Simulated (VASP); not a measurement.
A run of VASP 6.6.1 is set up as follows.

The input INCAR:

```
PREC = Accurate
ENCUT = 520
EDIFF = 1E-6
ISMEAR = 0
SIGMA = 0.1
LREAL = F
LASPH = T
NELM = 100
ALGO = Normal
ISIF = 2
LWAVE = F
LCHARG = F
GGA = PE
IVDW = 12
NBANDS = 14
```

Contents of KPOINTS:

```
Automatic mesh
0
Gamma
  14 14 14
```

Contents of POSCAR:

```
LiSe2
1.0
    0.0000000000      3.0402864272      3.0402864272
    3.0402864272      0.0000000000      3.0402864272
    3.0402864272      3.0402864272      0.0000000000
Li Se
1 2
Direct
    0.5000000000      0.5000000000      0.5000000000
    0.7500000000      0.7500000000      0.7500000000
    0.2500000000      0.2500000000      0.2500000000
```

Potentials or basis: VASP PAW PBE potentials, release 64 (Li_sv, Se).

Launch:

```bash
$ cat potpaw_PBE.64/Li_sv/POTCAR potpaw_PBE.64/Se/POTCAR > POTCAR
$ mpirun -np 1 vasp_std > vasp.out
```

What does it give for the dispersion energy per atom?

-0.346 eV.
